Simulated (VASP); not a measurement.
# Ti (P6_3/mmc) in VASP: a series of runs

The runs below take Ti through single point, with PBEsol, r2SCAN.

Everything below comes from runs of VASP 6.6.1. Logs are shortened: lines on timing, memory, paths and dates and some standing lists are left out, and cuts for length are marked.

**1. The cell of the first run**

The structure is hexagonal, space group P6_3/mmc (No. 194). Conventional cell: a = 2.900 Å, b = 2.900 Å, c = 4.591 Å, α = 90.00°, β = 90.00°, γ = 120.00°. Ti (site symmetry -6m2) has 12 Ti at 2.84 to 2.90 Å within 3.7 Å.

**2. Single point, PBEsol**

INCAR reads:

```
ALGO = Normal ; EDIFF = 1E-6
ENCUT = 520 ; GGA = PS
ISIF = 2 ; ISMEAR = 0
LASPH = True ; LCHARG = False
LREAL = False ; LWAVE = False
NBANDS = 19 ; NELM = 80
PREC = Accurate ; SIGMA = 0.1
```

KPOINTS reads:

```
k-points
0
Gamma
  12 12 8
```

POSCAR reads:

```
Ti
1.0
    2.9004758374      0.0000000000      0.0000000000
   -1.4502379187      2.5118857582      0.0000000000
    0.0000000000      0.0000000000      4.5909212534
Ti
2
Direct
    0.3333333333      0.6666666667      0.2500000000
    0.6666666667      0.3333333333      0.7500000000
```

Potentials or basis: VASP PAW PBE potentials, release 64 (Ti_sv).

Launch:

```console
$ cat potpaw_PBE.64/Ti_sv/POTCAR > POTCAR
$ mpirun -np 1 vasp_std > vasp.out
```

OUTCAR:

```text
EDIFF = 1E-6
   ENCUT = 520
   GGA = PS
   ISIF = 2
   ISMEAR = 0
   LASPH = True
   LREAL = False
   NELM = 80
   PREC = Accurate

 ion  position               nearest neighbor table
   1  0.333  0.667  0.250-   2 2.84   2 2.84   2 2.84   2 2.84   2 2.84   2 2.84
   2  0.667  0.333  0.750-   1 2.84   1 2.84   1 2.84   1 2.84   1 2.84   1 2.84

  LATTYP: Found a hexagonal cell.
 ALAT       =     2.9004758374
 C/A-ratio  =     1.5828165828

  Lattice vectors:

 A1 = (   2.9004758374,   0.0000000000,   0.0000000000)
 A2 = (  -1.4502379187,   2.5118857582,   0.0000000000)
 A3 = (   0.0000000000,   0.0000000000,   4.5909212534)

Analysis of symmetry for initial positions (statically):
=====================================================================
 Subroutine PRICEL returns:
 Original cell was already a primitive cell.

 Routine SETGRP: Setting up the symmetry group for a
 hexagonal supercell.

 Subroutine GETGRP returns: Found 24 space group operations
 (whereof 12 operations were pure point group operations)
 out of a pool of 24 trial point group operations.

The static configuration has the point symmetry D_3d.
 The point group associated with its full space group is D_6h.

Analysis of symmetry for dynamics (positions and initial velocities):
=====================================================================
 Subroutine PRICEL returns:
 Original cell was already a primitive cell.

 Routine SETGRP: Setting up the symmetry group for a
 hexagonal supercell.

 Subroutine GETGRP returns: Found 24 space group operations
 (whereof 12 operations were pure point group operations)
 out of a pool of 24 trial point group operations.

The dynamic configuration has the point symmetry D_3d.
 The point group associated with its full space group is D_6h.

 Subroutine INISYM returns: Found 24 space group operations
 (whereof 12 operations are pure point group operations),
 and found     1 'primitive' translations

----------------------------------------------------------------------------------------

                                     Primitive cell

  volume of cell :      33.4479

  direct lattice vectors                    reciprocal lattice vectors
     2.900475837  0.000000000  0.000000000     0.344771016  0.199053639  0.000000000
    -1.450237919  2.511885758  0.000000000     0.000000000  0.398107277  0.000000000
     0.000000000  0.000000000  4.590921253     0.000000000  0.000000000  0.217821205

  length of vectors
     2.900475837  2.900475837  4.590921253     0.398107277  0.398107277  0.217821205

[... 79 lines left out ...]
   NELM   =     80;   NELMIN=  2; NELMDL= -5     # of ELM steps
   EDIFF  = 0.1E-05   stopping-criterion for ELM
   LREAL  =      F    real-space projection
   EDIFFG = 0.1E-04   stopping-criterion for IOM
   NSW    =      0    number of steps for IOM
   IBRION =     -1    ionic relax: 0-MD 1-quasi-New 2-CG
   NFREE  =      0    steps in history (QN), initial steepest desc. (CG)
   ISIF   =      2    stress and relaxation
   ISYM   =      2    0-nonsym 1-usesym 2-fastsym
   POTIM  = 0.5000    time-step for ionic-motion
   TEBEG  =    0.0;   TEEND  =   0.0 temperature during run
   PSTRESS=    0.0 pullay stress
   NELECT =      24.0000    total number of electrons
   NUPDOWN=      -1.0000    fix difference up-down
   EMIN   =  10.00;   EMAX   =-10.00  energy-range for DOS
   EFERMI =   0.00;   METHOD = LEGACY
   ISMEAR =     0;   SIGMA  =   0.10  broadening in eV -4-tet -1-fermi 0-gaus
   EFERMI_NEDOS =   21; number of points for ismear=-14 and -15
   IALGO  =     38    algorithm
   IMIX   =      4    mixing-type and parameters
     AMIX     =   0.40;   BMIX     =  1.00
     AMIX_MAG =   1.60;   BMIX_MAG =  1.00
  volume/ion in A,a.u.               =      16.72       112.86
  Fermi-wavevector in a.u.,A,eV,Ry     =   1.465623  2.769626 29.226002  2.148051
  Thomas-Fermi vector in A             =   2.581458
   LORBIT       =      0    0 simple, 1 ext, 2 COOP (PROOUT), +10 PAW based schemes
   GGA     = PS    functional components
   LHFCALC =     F    Hartree Fock is set to
   AEXX    =    0.0000 exact exchange contribution
   IVDW    =     0    specifies the selected vdW correction
   LEPSILON=     F    determine dielectric tensor
   LRPA    =     F    only Hartree local field effects (RPA)
 non-spin polarized calculation
 Gauss-broadening in eV      SIGMA  =   0.10
  energy-cutoff  :      520.00
  volume of cell :       33.45
 maximum number of plane-waves:       929
 NGX is ok and might be reduce to    24
   NGX = 11   NGY = 11   NGZ = 17

 number of electron      23.9999999 magnetization

 Free energy of the ion-electron system (eV)
  ---------------------------------------------------
  ext. energy  EPLUGINS =         0.00000000
  ---------------------------------------------------
  free energy    TOTEN  =       -16.68332496 eV

  energy without entropy =      -16.67313711  energy(sigma->0) =      -16.67823103

 E-fermi :   8.6268     XC(G=0): -11.8175

 val. band max:        8.6147604867   @ k =   0.3333   0.1667   0.3750
 cond. band min:       8.6398427176   @ k =   0.3333   0.3333   0.2500
 fundamental gap:      0.0250822309
 Fermi energy:         8.6267716450

 k-point     1 :       0.0000    0.0000    0.0000
  band No.  band energies     occupation
      1     -47.9557      2.00000
      2     -47.7927      2.00000
      3     -24.6929      2.00000
      4     -23.9629      2.00000
      5     -23.9629      2.00000
      6     -23.8802      2.00000
[... 505 lines left out ...]
      6     -24.0806      2.00000
[... 11 lines left out ...]
     18      11.4960      0.00000
     19      12.2615      0.00000

 [... further k-points ...]

------------------------ aborting loop because EDIFF is reached ----------------------------------------

  FORCE on cell =-STRESS in cart. coord.  units (eV):
  Direction    XX          YY          ZZ          XY          YZ          ZX
  --------------------------------------------------------------------------------------
  -------------------------------------------------------------------------------------
  Total       -0.0581106     -0.0581106     -0.0108764      0.0000000      0.0000000     -0.0000000
  in kB       -2.7835351     -2.7835351     -0.5209888      0.0000000      0.0000000     -0.0000000
  external PRESSURE =      -2.0293530 kB  Pullay stress =       0.0000000 kB

 VOLUME and BASIS-vectors are now :
 -----------------------------------------------------------------------------
  energy-cutoff  :      520.00
  volume of cell :       33.45
      direct lattice vectors                 reciprocal lattice vectors
     2.900475837  0.000000000  0.000000000     0.344771016  0.199053639  0.000000000
    -1.450237919  2.511885758  0.000000000     0.000000000  0.398107277  0.000000000
     0.000000000  0.000000000  4.590921253     0.000000000  0.000000000  0.217821205

 POSITION                                       TOTAL-FORCE (eV/Angst)
 -----------------------------------------------------------------------------------
     -0.00000      1.67459      1.14773        -0.000000      0.000000      0.000000
      1.45024      0.83730      3.44319         0.000000     -0.000000      0.000000
 -----------------------------------------------------------------------------------
    total drift:                               -0.000000      0.000000     -0.000000

  FREE ENERGIE OF THE ION-ELECTRON SYSTEM (eV)
  ---------------------------------------------------
  free  energy   TOTEN  =       -16.6833249595 eV

  energy  without entropy=      -16.6731371052  energy(sigma->0) =      -16.67823103
```

OSZICAR:

```text
N       E                     dE             d eps       ncg     rms          rms(c)
DAV:   1     0.264252910774E+03    0.26425E+03   -0.13013E+04  3610   0.159E+03
DAV:   2     0.116046108239E+02   -0.25265E+03   -0.24853E+03  3729   0.445E+02
DAV:   3    -0.176433511319E+02   -0.29248E+02   -0.28883E+02  6645   0.124E+02
DAV:   4    -0.188675304153E+02   -0.12242E+01   -0.12225E+01  4161   0.262E+01
DAV:   5    -0.189215062271E+02   -0.53976E-01   -0.53970E-01  5237   0.406E+00    0.129E+01
DAV:   6    -0.166914115518E+02    0.22301E+01   -0.77509E+00  4176   0.283E+01    0.319E+00
DAV:   7    -0.166638395966E+02    0.27572E-01   -0.79817E-01  5421   0.652E+00    0.212E+00
DAV:   8    -0.166913624475E+02   -0.27523E-01   -0.21900E-01  3934   0.546E+00    0.768E-01
DAV:   9    -0.166827256666E+02    0.86368E-02   -0.46709E-02  4025   0.228E+00    0.776E-02
DAV:  10    -0.166833034647E+02   -0.57780E-03   -0.39062E-03  5209   0.355E-01    0.867E-02
DAV:  11    -0.166833364367E+02   -0.32972E-04   -0.12228E-04  4502   0.801E-02    0.450E-02
DAV:  12    -0.166833250731E+02    0.11364E-04   -0.49102E-05  3978   0.647E-02    0.327E-03
DAV:  13    -0.166833249595E+02    0.11359E-06   -0.16490E-06  2800   0.111E-02
   1 F= -.16683325E+02 E0= -.16678231E+02  d E =-.101879E-01
```

stdout:

```text
POSCAR found type information on POSCAR Ti
 POSCAR found :  1 types and       2 ions
 scaLAPACK will be used
 -----------------------------------------------------------------------------
|                                                                             |
|                                                                             |
|     You enforced a specific xc type in the INCAR file but a different       |
|     I HOPE YOU KNOW WHAT YOU ARE DOING!                                     |
|                                                                             |
 -----------------------------------------------------------------------------

 LDA part: xc-table for (Slater+PW92), standard interpolation
 POSCAR, INCAR and KPOINTS ok, starting setup
 FFT: planning ... GRIDC
 FFT: planning ... GRID_SOFT
 FFT: planning ... GRID
 WAVECAR not read
 entering main loop
```

Run time: 62 s. Hardware: 1 thread of Intel Xeon Platinum 8259CL at 2.50GHz (Skylake/Cascade Lake), shared host; peak memory 0.18 GiB.

What came out:

| Item | Value |
| --- | --- |
| Free energy | -16.6833 eV |
| Pressure | -0.2 GPa |
| Band gap on the k mesh | zero (bands 12 and 13 overlap by 1.00 eV) |

Levels at points of the mesh, in eV from the Fermi level:
```csv
k point,band 9,band 10,band 11,band 12,band 13,band 14,band 15,band 16
"(0.00, 0.00, 0.00)",-6.31,-2.80,0.78,0.78,0.88,0.91,1.31,1.31
"(0.50, 0.00, 0.00)",-2.42,-2.29,-1.97,-0.60,0.46,0.65,1.22,3.50
"(0.00, 0.00, 0.50)",-4.40,-4.40,0.08,0.08,0.67,0.67,0.67,0.67
"(0.50, 0.00, 0.50)",-2.67,-2.67,-0.87,-0.87,1.42,1.42,1.78,1.78
```

Caveat: the PAW data sets were made with another functional, which shifts forces and pressure a little.

**3. Single point, PBEsol**

INCAR reads:

```
PREC = Accurate
ENCUT = 520
EDIFF = 1E-6
ISMEAR = 0
SIGMA = 0.1
LREAL = False
LASPH = True
NELM = 100
ALGO = Fast
ISIF = 2
LWAVE = False
LCHARG = False
GGA = PS
NBANDS = 19
```

KPOINTS reads:

```
Automatic mesh
0
Gamma
  18 18 10
```

POSCAR is that of step 2.

Potentials or basis: VASP PAW PBE potentials, release 64 (Ti_sv).

Launch:

```console
$ cat potpaw_PBE.64/Ti_sv/POTCAR > POTCAR
$ mpirun -np 1 vasp_std > vasp.out
```

It took 3.6 min on 1 thread of Intel Xeon Platinum 8488C (Sapphire Rapids), shared host; peak memory 0.24 GiB.

Results (log left out):

* Free energy: -16.6840 eV
* Pressure: -0.4 GPa
* Band gap on the k mesh: zero (bands 12 and 13 overlap by 1.11 eV)

Levels at points of the mesh, in eV from the Fermi level:
```csv
k point,band 10,band 11,band 12,band 13,band 14,band 15
"(0.00, 0.00, 0.00)",-2.80,0.78,0.78,0.89,0.91,1.31
"(0.50, 0.00, 0.00)",-2.28,-1.96,-0.59,0.46,0.65,1.23
"(0.00, 0.00, 0.50)",-4.39,0.08,0.08,0.68,0.68,0.68
"(0.50, 0.00, 0.50)",-2.66,-0.87,-0.87,1.43,1.43,1.79
```

Caveat: the PAW data sets were made with another functional, which shifts forces and pressure a little.

**4. Single point, r2SCAN**

POSCAR is that of step 3.

INCAR.step1 reads:

```
SYSTEM = Ti
PREC     = Accurate       ! precision mode
ENCUT    = 520            ! plane-wave cutoff, eV
ISMEAR   = 0              ! smearing method
SIGMA    = 0.1            ! smearing width, eV
LREAL    = .False.        ! projectors in reciprocal space
LASPH    = .True.         ! aspherical terms in the spheres
NELM     = 80             ! most SCF steps
NBANDS   = 19             ! bands
GGA      = PE             ! functional
ALGO     = Normal         ! electronic algorithm
EDIFF    = 1E-4           ! SCF threshold, eV
LWAVE    = .True.         ! write WAVECAR
LCHARG   = .False.        ! write CHGCAR
```

INCAR.step2 reads:

```
SYSTEM = Ti
PREC     = Accurate       ! precision mode
ENCUT    = 520            ! plane-wave cutoff, eV
EDIFF    = 1E-7           ! SCF threshold, eV
ISMEAR   = 0              ! smearing method
SIGMA    = 0.1            ! smearing width, eV
LREAL    = .False.        ! projectors in reciprocal space
LASPH    = .True.         ! aspherical terms in the spheres
NELM     = 80             ! most SCF steps
ALGO     = Normal         ! electronic algorithm
ISIF     = 2              ! what is computed and relaxed
LWAVE    = .False.        ! write WAVECAR
LCHARG   = .False.        ! write CHGCAR
METAGGA  = R2SCAN         ! meta-GGA
LMIXTAU  = .True.       
NBANDS   = 19             ! bands
ISTART   = 1
```

KPOINTS reads:

```
Automatic mesh
0
Gamma
  18 18 10
  0 0 0
```

Launch:

```console
$ cat potpaw_PBE.64/Ti_sv/POTCAR > POTCAR
$ cp INCAR.step1 INCAR
$ mpirun -np 1 vasp_std > vasp.out
$ cp INCAR.step2 INCAR
$ mpirun -np 1 vasp_std > vasp.out
```

Wall time 5.7 min (1 thread of Intel Xeon Platinum 8488C (Sapphire Rapids), shared host); peak memory 0.25 GiB.

The run converged. Its results:

- Free energy: -25.8870 eV
- Pressure: 4.6 GPa
- Band gap on the k mesh: zero (bands 12 and 13 overlap by 1.27 eV)

Stress tensor (GPa, compression positive):
```
4.75 0.00 0.00
0.00 4.75 0.00
0.00 0.00 4.40
```

Levels at points of the mesh, in eV from the Fermi level:
```
           k point  band 10  band 11  band 12  band 13  band 14  band 15
(0.00, 0.00, 0.00)    -2.97     0.67     0.88     0.88     1.00     1.44
(0.50, 0.00, 0.00)    -2.41    -2.06    -0.81     0.61     0.72     1.32
(0.00, 0.00, 0.50)    -4.72     0.05     0.05     0.79     0.79     0.79
(0.50, 0.00, 0.50)    -2.80    -0.93    -0.93     1.34     1.34     1.97
```

Caveat: the cell stands under pressure; the PAW data sets were made with another functional, which shifts forces and pressure a little.

**5. The runs side by side**

| level | k mesh | gap on the mesh (eV) | pressure (GPa) |
| --- | --- | --- | --- |
| PBEsol | 12 × 12 × 8 | none | -0.2 |
| PBEsol | 18 × 18 × 10 | none | -0.4 |
| r2SCAN | 18 × 18 × 10 | none | 4.6 |

Alike in all rows: task single point; potentials or basis VASP PAW PBE potentials, release 64 (Ti_sv); no spin polarisation; cell a = 2.900, b = 2.900, c = 4.591 Å, angles 90.0, 90.0, 120.0°, 2 atoms; cutoff (eV) 520; smearing gaussian 0.1 eV.

The pressure there spans -0.4 GPa (PBEsol) to 4.6 GPa (r2SCAN); a positive pressure means that this level wants a larger cell, a negative one a smaller.

Caveats: the PAW data sets were made with another functional, which shifts forces and pressure a little; the cell stands under pressure (at least some runs).

Total energies depend on the potentials used, so only differences within one code and one set of settings carry meaning.
